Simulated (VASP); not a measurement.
# ScHO2 (R-3m) in VASP: vibrations by perturbation theory with LDA

Aim: the vibrations by perturbation theory of ScHO2 with LDA.

Everything below comes from runs of VASP 6.6.1. Logs are shortened: lines on timing, memory, paths and dates and some standing lists are left out, and cuts for length are marked.

## 1. The cell of the first run

Symmetry: R-3m, No. 166, trigonal system. Conventional cell: a = 3.233 Å, b = 3.233 Å, c = 13.593 Å, α = 90.00°, β = 90.00°, γ = 120.00°. Sc (site symmetry -3m) has 6 O at 2.14 Å within 2.8 Å. H (site symmetry -3m) has 2 O at 1.22 Å within 1.6 Å. O (site symmetry 3m) has 1 H at 1.22 Å within 1.6 Å.

## 2. Vibrations by perturbation theory, LDA

The input, INCAR:

```
SYSTEM = ScHO2
  PREC = Accurate
  ENCUT = 520
  EDIFF = 1E-8
  ISMEAR = 0
  SIGMA = 0.01
  LREAL = .False.
  LASPH = .True.
  NELM = 100
  ALGO = Normal
  ISIF = 2
  LWAVE = .False.
  LCHARG = .False.
  IBRION = 8
  NSW = 1
```

The input, KPOINTS:

```
regular mesh
0
Gamma
  6 6 6
  0 0 0
```

The input, POSCAR:

```
ScHO2
1.0
    1.6165890400      0.9333381200      4.5309241600
   -1.6165890400      0.9333381200      4.5309241600
    0.0000000000     -1.8666762400      4.5309241600
Sc H O
1 1 2
Direct
    0.0000000000      0.0000000000      0.0000000000
    0.4999999993      0.4999999993      0.4999999993
    0.5897009997      0.5897009997      0.5897009997
    0.4102989996      0.4102989996      0.4102989996
```

Potentials or basis: VASP PAW LDA potentials, release 64 (Sc_sv, H, O).

On the command line:

```sh
$ cat potpaw_LDA.64/Sc_sv/POTCAR potpaw_LDA.64/H/POTCAR potpaw_LDA.64/O/POTCAR > POTCAR
$ mpirun -np 1 vasp_std > vasp.out
```

OUTCAR:

```text
SYSTEM = ScHO2
   PREC = Accurate
   ENCUT = 520
   EDIFF = 1E-8
   ISMEAR = 0
   LREAL = .False.
   LASPH = .True.
   NELM = 100
   ISIF = 2
   IBRION = 8
   NSW = 1

 ion  position               nearest neighbor table
   1  0.000  0.000  0.000-   4 2.14   4 2.14   4 2.14   3 2.14   3 2.14   3 2.14
   2  0.500  0.500  0.500-   4 1.22   3 1.22
   3  0.590  0.590  0.590-   2 1.22   1 2.14   1 2.14   1 2.14
   4  0.410  0.410  0.410-   2 1.22   1 2.14   1 2.14   1 2.14

  LATTYP: Found a trigonal (rhomboedric) cell.
 ALAT       =     4.9003830375
 COS(alpha) =     0.7823447226

  Lattice vectors:

 A1 = (   1.6165890400,   0.9333381200,   4.5309241600)
 A2 = (  -1.6165890400,   0.9333381200,   4.5309241600)
 A3 = (   0.0000000000,  -1.8666762400,   4.5309241600)

Analysis of symmetry for initial positions (statically):
=====================================================================
 Subroutine PRICEL returns:
 Original cell was already a primitive cell.

 Routine SETGRP: Setting up the symmetry group for a
 trigonal (rhombohedral) supercell.

 Subroutine GETGRP returns: Found 12 space group operations
 (whereof 12 operations were pure point group operations)
 out of a pool of 12 trial point group operations.

The static configuration has the point symmetry D_3d.

Analysis of symmetry for dynamics (positions and initial velocities):
=====================================================================
 Subroutine PRICEL returns:
 Original cell was already a primitive cell.

 Routine SETGRP: Setting up the symmetry group for a
 trigonal (rhombohedral) supercell.

 Subroutine GETGRP returns: Found 12 space group operations
 (whereof 12 operations were pure point group operations)
 out of a pool of 12 trial point group operations.

The dynamic configuration has the point symmetry D_3d.

[... 647 lines left out ...]
  free  energy   TOTEN  =       -32.3205224730 eV

  energy  without entropy=      -32.3205224730  energy(sigma->0) =      -32.32052247

[... ionic steps 2 to 9 ...]

--------------------------------------- Ionic step       10  -------------------------------------------

------------------------ aborting loop because EDIFF is reached ----------------------------------------

[... ionic steps 11 to 11 ...]

--------------------------------------- Ionic step       12  -------------------------------------------

 Free energy of the ion-electron system (eV)
  ---------------------------------------------------
  ---------------------------------------------------
  free energy    TOTEN  =        -0.37160682 eV

  energy without entropy =       -0.37160682

------------------------ aborting loop because EDIFF is reached ----------------------------------------

 INTERNAL STRAIN TENSOR  FOR ION    3  DIRECTION 3   (eV/Angst):
 -----------------------------------------------------------------------------
     7.88908  0.00000  0.00000
     0.00000  7.88908  0.00000
     0.00000 -0.00000-11.02681

 INTERNAL STRAIN TENSOR FOR ION    4 for displacements in x,y,z  (eV/Angst):
          X           Y           Z          XY          YZ          ZX
  --------------------------------------------------------------------------------
  x     0.00000     0.00000     0.00000     1.23406    -0.00000    -7.64974
  y     1.23406    -1.23406     0.00000    -0.00000    -6.84950     0.00000
  z    -7.88908    -7.88908    11.02681     0.00000     0.00000     0.00000

 SECOND DERIVATIVES (NOT SYMMETRIZED)
 ------------------------------------
               1X          1Y          1Z          2X          2Y          2Z          3X          3Y          3Z          4X          4Y          4Z
  1X    -5.119990    0.000000    0.000000    0.270227    0.000000    0.000000    2.424881    0.000000    0.000000    2.424881    0.000000    0.000000
  1Y     0.000000   -5.119990    0.000000    0.000000    0.270227   -0.000000    0.000000    2.424881    0.000000    0.000000    2.424881    0.000000
  1Z     0.000000   -0.000000  -14.455524    0.000000   -0.000000    7.636550    0.000000    0.000000    3.409487    0.000000    0.000000    3.409487
  2X     0.266879    0.000000   -0.000000   -5.170856    0.000000    0.000000    2.451989    0.000000    0.000000    2.451989    0.000000    0.000000
  2Y     0.000000    0.266879    0.000000    0.000000   -5.170856    0.000000    0.000000    2.451989    0.000000    0.000000    2.451989    0.000000
  2Z     0.000000    0.000000    7.635626    0.000000    0.000000   -0.192686    0.000000    0.000000   -3.721470    0.000000    0.000000   -3.721470
  3X     2.418207   -0.000000    0.000000    2.451953   -0.000000    0.000000   -6.023439    0.000000   -0.000000    1.153279    0.000000   -0.000000
  3Y     0.000000    2.418207    0.000000   -0.000000    2.451953    0.000000    0.000000   -6.023439    0.000000    0.000000    1.153279    0.000000
  3Z     0.000000   -0.000000    3.404406    0.000000    0.000000   -3.719152    0.000000    0.000000  -16.222398    0.000000    0.000000   16.537144
  4X     2.418207   -0.000000    0.000000    2.451953   -0.000000    0.000000    1.153279    0.000000   -0.000000   -6.023439    0.000000   -0.000000
  4Y     0.000000    2.418207    0.000000   -0.000000    2.451953    0.000000    0.000000    1.153279    0.000000    0.000000   -6.023439    0.000000
  4Z     0.000000   -0.000000    3.404406    0.000000    0.000000   -3.719152    0.000000    0.000000   16.537144    0.000000    0.000000  -16.222398

 Eigenvectors and eigenvalues of the dynamical matrix
 ----------------------------------------------------

   1 f  =   36.060890 THz   226.577255 2PiTHz 1202.861821 cm-1   149.135791 meV
             X         Y         Z           dx          dy          dz
      0.000000  0.000000  0.000000     0.000000    0.003406    0.000000
      0.000000  0.000000  6.796386    -0.000000   -0.985403    0.000000
      0.000000  0.000000  8.015672     0.000000    0.120354   -0.000000
      0.000000  0.000000  5.577101     0.000000    0.120354   -0.000000
[... 71 lines left out ...]
  12 f/i=   19.175457 THz   120.482949 2PiTHz  639.624391 cm-1    79.303282 meV
             X         Y         Z           dx          dy          dz
      0.000000  0.000000  0.000000    -0.000000   -0.000000   -0.387117
      0.000000  0.000000  6.796386    -0.000000   -0.000000   -0.712924
      0.000000  0.000000  8.015672    -0.000000   -0.000000    0.413449
      0.000000  0.000000  5.577101    -0.000000   -0.000000    0.413449

--------------------------------------------------------------------------------------------------------

 ELASTIC MODULI CONTR FROM IONIC RELAXATION (kBar)
 Direction    XX          YY          ZZ          XY          YZ          ZX
 --------------------------------------------------------------------------------
 XX        -164.9926   -131.8383    207.4448     -0.0000     92.0095      0.0000
 YY        -131.8383   -164.9926    207.4448      0.0000    -92.0095     -0.0000
 ZZ         207.4448    207.4448   -289.9520     -0.0000      0.0000      0.0000
 XY          -0.0000      0.0000     -0.0000    -16.5772      0.0000    102.7593
 YZ          92.0095    -92.0095      0.0000      0.0000   -510.6875     -0.0000
 ZX           0.0000     -0.0000      0.0000    102.7593     -0.0000   -636.9888
 --------------------------------------------------------------------------------
```

OSZICAR:

```text
N       E                     dE             d eps       ncg     rms          rms(c)
DAV:   1     0.243556184944E+03    0.24356E+03   -0.12196E+04  1048   0.162E+03
DAV:   2    -0.133002063591E+02   -0.25686E+03   -0.25347E+03  1296   0.458E+02
DAV:   3    -0.374951055075E+02   -0.24195E+02   -0.22634E+02  1408   0.137E+02
DAV:   4    -0.382228216627E+02   -0.72772E+00   -0.72739E+00  1464   0.236E+01
[... 116 lines left out ...]
RMM:  14    -0.371606804424E+00   -0.11394E-06    0.21363E-08  2156   0.135E-04    0.803E-06
RMM:  15    -0.371606815496E+00   -0.11073E-07   -0.13790E-08  2166   0.511E-05    0.629E-06
RMM:  16    -0.371606804682E+00    0.10814E-07    0.93308E-10  2033   0.396E-05    0.300E-06
RMM:  17    -0.371606818698E+00   -0.14016E-07   -0.10558E-09  2009   0.310E-05    0.127E-06
RMM:  18    -0.371606819679E+00   -0.98094E-09   -0.27737E-10  1908   0.278E-05    0.926E-07
 Linear response finished
```

stdout:

```text
POSCAR found type information on POSCAR ScH O
 POSCAR found :  3 types and       4 ions
 scaLAPACK will be used
 LDA part: xc-table for (Slater(with rela. corr.)+CA(PZ))
 , standard interpolation
 POSCAR, INCAR and KPOINTS ok, starting setup
 FFT: planning ... GRIDC
 FFT: planning ... GRID_SOFT
 FFT: planning ... GRID
 WAVECAR not read
 entering main loop
 Linear response reoptimize wavefunctions to high precision
 Linear response DOF=           6
 Linear response progress:
 first order change of Fermi-energy  -0.10747E-03
 force on displaced ion       1 direction 1 :  -5.120   0.000   0.000
 Linear response progress:
 first order change of Fermi-energy   0.11772E-03
 force on displaced ion       1 direction 3 :   0.000  -0.000 -14.456
 Linear response progress:
 first order change of Fermi-energy  -0.89584E-06
 force on displaced ion       2 direction 1 :  -5.171  -0.000  -0.000
 Linear response progress:
 first order change of Fermi-energy   0.18129E-03
 force on displaced ion       2 direction 3 :   0.000   0.000  -0.193
 Linear response progress:
 first order change of Fermi-energy   0.58912E-03
 force on displaced ion       3 direction 1 :  -6.030  -0.011  -0.002
 Linear response progress:
 first order change of Fermi-energy   0.19608E+01
 force on displaced ion       3 direction 3 :   0.000   0.000 -16.222
 Linear response finished
```

It took 13 min on 1 thread of AMD EPYC 7R13 (Zen 3), shared host; peak memory 0.32 GiB.

What came out:

```yaml
Highest_phonon_frequency_at_Γ_LO-TO_splitting_left_out: 1203 cm⁻¹
Most_unstable_mode: 640i cm⁻¹
```

Phonon frequencies in cm⁻¹ (negative: imaginary):
```
              q point                                   frequencies
(0.000, 0.000, 0.000)  -640 0 0 0 270 270 349 349 737 746 1203 1203
```

Caveat: the k points lie up to 0.38 Å⁻¹ apart; the cell stands under pressure or tension, which shifts response properties; some modes are imaginary.
